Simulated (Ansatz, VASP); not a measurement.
# Two plane-wave programs on CdF2

```
Cd F
1.0
    -0.10043    2.74027    2.63066
     2.74027   -0.10043    2.63066
     2.63984    2.63984    0.00000
Cd F
1 2
Direct
  0.00000 0.00000 0.00000
  0.25000 0.25000 0.25000
  0.75000 0.75000 0.75000
```

Change from the starting cell: engineering shear strain xy -0.0733, normal strain along z -0.0400.

Alike in both runs: task single point; functional PBE; k mesh 8 × 8 × 8; occupations gaussian, width 0.05 eV; no spin polarisation.

|  | VASP | Ansatz |
| --- | --- | --- |
| version | VASP 6.6.1 | Ansatz 0.2.0 |
| potentials or method | VASP PAW PBE potentials, release 64 (Cd_sv_GW, F), cutoff 700 eV | scalar-relativistic, plane waves, PAW |
| valence electrons in the cell | 34 | 34 |

|  | VASP | Ansatz | Ansatz less VASP |
| --- | --- | --- | --- |
| gap on the k mesh at the Fermi level (eV) | 3.02 | 3.03 | +0.011 |
| least direct gap on the mesh (eV) | 3.36 | 3.37 | +0.009 |
| pressure (GPa) | 4.5 | 4.9 | +0.42 |
| traceless stress, the component that is largest in VASP (GPa) | 2.95 | 2.95 | -0.002 |
| rms of the force components (eV/Å) | 0.084 | 0.083 | -0.0016 |

Atom by atom the forces differ by 0.002 eV/Å (rms over components). The functional is the same, so the differences come from potentials, cutoffs and numerics.
